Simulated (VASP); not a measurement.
A run of VASP 6.6.1 is set up as follows.

The input INCAR:

```
PREC = Accurate
ENCUT = 520
EDIFF = 1E-7
ISMEAR = -1
SIGMA = 0.02
LREAL = Auto
LASPH = True
NELM = 60
ALGO = Normal
ISIF = 2
LWAVE = False
LCHARG = True
GGA = PE
IVDW = 12
LELF = True
LVHAR = True
NBANDS = 45
```

KPOINTS

```
regular mesh
0
Gamma
  1 1 1
```

File POSCAR:

```
H4C
1.0
    7.2304270000      0.0000000000      0.0000000000
    0.0000000000      7.2304270000      0.0000000000
    0.0000000000      0.0000000000      7.2304270000
C H
6 24
Direct
    0.2271511765      0.9608837763      0.1110861087
    0.7433447568      0.8711657002      0.9182998459
    0.8667122979     -0.0279928143      0.4152590158
    0.3684429702      0.2276905638      0.5496770799
    0.9530834071      0.5105230991      0.2357675418
    0.1932665941      0.5822477704      0.7718492974
    0.2465552864      1.0034815371      0.2717128601
    0.3720527156      0.9545494339      0.0719182975
    0.1462016005      1.0834353213      0.0502874865
    0.1675419723      0.8229804409      0.1039081094
    0.7187542313      0.9120346558      1.0522615054
    0.8829354062      0.8764489289      0.8613322560
    0.6774980233      0.9598326627      0.8185685299
    0.6714126289      0.7052557200      0.9198765163
    0.8211686530     -0.1563254840      0.4823089978
    0.7415329689      0.0375219887      0.3639619071
    0.9769685801     -0.0740758464      0.3295517678
    0.9098079546      0.0418094256      0.5504377542
    0.3717622763      0.1718570701      0.4096161956
    0.2272064983      0.1974157266      0.6178196668
    0.4165314165      0.3859384792      0.5693301378
    0.4578152853      0.1335744072      0.6290638160
    0.8136448926      0.5600084200      0.1992413449
    0.9832476007      0.6534883763      0.2131547694
    1.0059571862      0.4395176108      0.1279315869
    0.9403455702      0.4295043709      0.3571573297
    0.0901053285      0.5120444477      0.7078420127
    0.1403651541      0.6740542433      0.8762691332
    0.2583941446      0.6627132810      0.6673603094
    0.2943256325      0.4925435247      0.8562703143
```

Potentials or basis: VASP PAW PBE potentials, release 64 (C, H).

Command:

```bash
$ cat potpaw_PBE.64/C/POTCAR potpaw_PBE.64/H/POTCAR > POTCAR
$ mpirun -np 1 vasp_gam > vasp.out
```

Problem. Predict the band gap on the k mesh.

Solution. 6.11 eV.

Problem. Estimate the dispersion energy per atom.

Solution. -0.027 eV.

Problem. Estimate the pressure.

Solution. 0.2 GPa.

Stress tensor (GPa, compression positive):
```
 1.42 -0.01 -0.72
-0.01 -2.20  1.75
-0.72  1.75  1.30
```

Caveat: the k points lie up to 0.87 Å⁻¹ apart.
